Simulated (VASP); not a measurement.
# LaHfO: single point with PBE

The system is LaHfO.

```
CELL_PARAMETERS angstrom
3.84200 0.00000 0.00000
0.00000 3.84200 0.00000
0.00000 0.00000 6.54620
ATOMIC_POSITIONS crystal
La 0.00000 0.50000 0.82878
La 0.50000 0.00000 0.17122
Hf 0.50000 0.00000 0.62873
Hf 0.00000 0.50000 0.37127
O 0.00000 0.00000 0.00000
O 0.50000 0.50000 0.00000
```

The cell was generated, and may not be a known phase.

```json
{"Program": "VASP 6.6.1", "Task": "single point", "Functional": "PBE", "Potentials or basis": "VASP PAW PBE potentials, release 64 (La, Hf_pv, O)", "Cutoff": "520 eV", "k mesh": "4 × 4 × 4", "Occupations": "gaussian, width 0.1 eV", "Spin": "no spin polarisation", "Dipole correction": "no", "Further INCAR settings": "ALGO = Normal; EDIFF = 1e-06; NBANDS = 36"}
```

```
Pressure               : 37.8 GPa
Largest force          : 2.893 eV/Å
Band gap on the k mesh : zero (bands 27 and 28 overlap by 0.80 eV)
```

Forces on the atoms (eV/Å):
```
La   0.000  0.000 -1.373
La   0.000  0.000  1.373
Hf   0.000  0.000 -2.893
Hf   0.000  0.000  2.893
O    0.000  0.000  0.000
O    0.000  0.000  0.000
```

Stress tensor (GPa, compression positive):
```
37.94  0.00  0.00
 0.00 37.94  0.00
 0.00  0.00 37.44
```

Levels at points of the mesh, in eV from the Fermi level:
```csv
k point,band 22,band 23,band 24,band 25,band 26,band 27,band 28,band 29,band 30,band 31
"(0.00, 0.00, 0.00)",-4.97,-4.41,-2.94,-1.17,-0.59,0.30,0.44,0.44,1.11,1.11
"(0.50, 0.00, 0.00)",-4.99,-3.16,-3.16,-0.49,-0.49,-0.06,-0.06,0.60,0.60,0.98
"(0.50, 0.50, 0.00)",-4.27,-1.42,-1.42,-1.13,-1.13,0.41,0.41,0.98,0.98,1.26
"(0.00, 0.00, 0.50)",-4.90,-3.91,-2.10,-0.88,-0.85,-0.43,-0.34,0.28,0.28,0.72
"(0.50, 0.00, 0.50)",-4.95,-2.84,-2.84,-0.85,-0.85,0.23,0.23,1.12,1.12,1.34
"(0.50, 0.50, 0.50)",-4.38,-1.52,-1.52,-1.15,-1.15,0.46,0.46,0.87,0.87,1.44
```

Run time: 44 s on 1 thread of Intel(R) Xeon(R) 6975P-C (Granite Rapids) (shared host), peak memory 0.24 GiB.

Caveat: the k points lie up to 0.41 Å⁻¹ apart, too coarse for converged energies and pressures of a metal; spin-orbit coupling is left out, which moves the levels of the heavy elements; forces of over 1 eV/Å act on the atoms, so gaps and moduli don't describe the material at rest.
